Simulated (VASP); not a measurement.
Here is a VASP 6.6.1 calculation.

INCAR

```
  ALGO = Normal
  EDIFF = 1E-6
  EDIFFG = -0.05
  ENCUT = 600
  GGA = PE
  IBRION = 2
  ISIF = 3
  ISMEAR = -1
  LASPH = True
  LCHARG = False
  LREAL = False
  LWAVE = False
  NELM = 100
  NSW = 80
  PREC = Accurate
  PSTRESS = 50.0
  SIGMA = 0.1
```

Contents of KPOINTS:

```
k-points
0
Gamma
  4 4 4
```

Contents of POSCAR:

```
CsSbSI2
1.0
    6.3217010000      0.0000000000      0.0000000000
    0.0000000000      6.3217010000      0.0000000000
    0.0000000000      0.0000000000      5.0850440000
Cs Sb S I
1 1 1 2
Direct
    0.0000000000      0.0000000000      0.0000000000
    0.5000000000      0.5000000000      0.5000000000
    0.5000000000      0.5000000000      0.0000000000
    0.0000000000      0.5000000000      0.5000000000
    0.5000000000      0.0000000000      0.5000000000
```

Potentials or basis: VASP PAW PBE potentials, release 64 (Cs_sv, Sb, S, I).

The run is started by

```sh
$ cat potpaw_PBE.64/Cs_sv/POTCAR potpaw_PBE.64/Sb/POTCAR potpaw_PBE.64/S/POTCAR potpaw_PBE.64/I/POTCAR > POTCAR
$ mpirun -np 1 vasp_std > vasp.out
```

(1) What does it give for the space group after relaxing (to 0.1 Å)?

(2) Predict the band gap on the k mesh.

Results:

(1) P4/mmm (No. 123).

(2) zero (bands 17 and 18 overlap by 0.96 eV).

Caveat: the cell is relaxed towards a set pressure, so the run minimises the enthalpy, not the energy; spin-orbit coupling is left out, which moves the levels of the heavy elements.
